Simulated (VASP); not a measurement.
Set up this calculation in VASP 6.6.1, as the native input.

```yaml
Task: single point
Functional: LDA
Potentials_or_basis: VASP PAW LDA potentials, release 64 (C)
Cutoff: 520 eV
k_mesh: 20 × 20 × 20
Occupations: fermi-dirac, width 0.08 eV
Spin: no spin polarisation
Dipole_correction: no
Further_INCAR_settings: ALGO = Normal; EDIFF = 1e-06; NBANDS = 11
```

The structure of C lies in POSCAR:

```
C
1.0
    0.0000000000      1.7893249605      1.7893249605
    1.7893249605      0.0000000000      1.7893249605
    1.7893249605      1.7893249605      0.0000000000
C
2
Direct
    0.5000000000      0.5000000000      0.5000000000
    0.7500000000      0.7500000000      0.7500000000
```

This cell differs from its parent crystal: volume scaled by 1.01.

These files were run (other wordings do the same):

INCAR

```
  ALGO = Normal
  EDIFF = 1E-6
  ENCUT = 520
  ISIF = 2
  ISMEAR = -1
  LASPH = True
  LCHARG = False
  LREAL = False
  LWAVE = False
  NBANDS = 11
  NELM = 80
  PREC = Accurate
  SIGMA = 0.08
```

KPOINTS

```
k-points
0
Gamma
  20 20 20
```

Potentials or basis: VASP PAW LDA potentials, release 64 (C).

The run is started by

```bash
$ cat potpaw_LDA.64/C/POTCAR > POTCAR
$ mpirun -np 1 vasp_std > vasp.out
```

It gave:

The pressure is -15.8 GPa and the band gap on the k mesh is 4.08 eV, indirect (least direct gap 5.51 eV).

It took 43 s on 1 thread of Intel Xeon 8259CL, with other jobs on the host, peak memory 0.13 GiB.
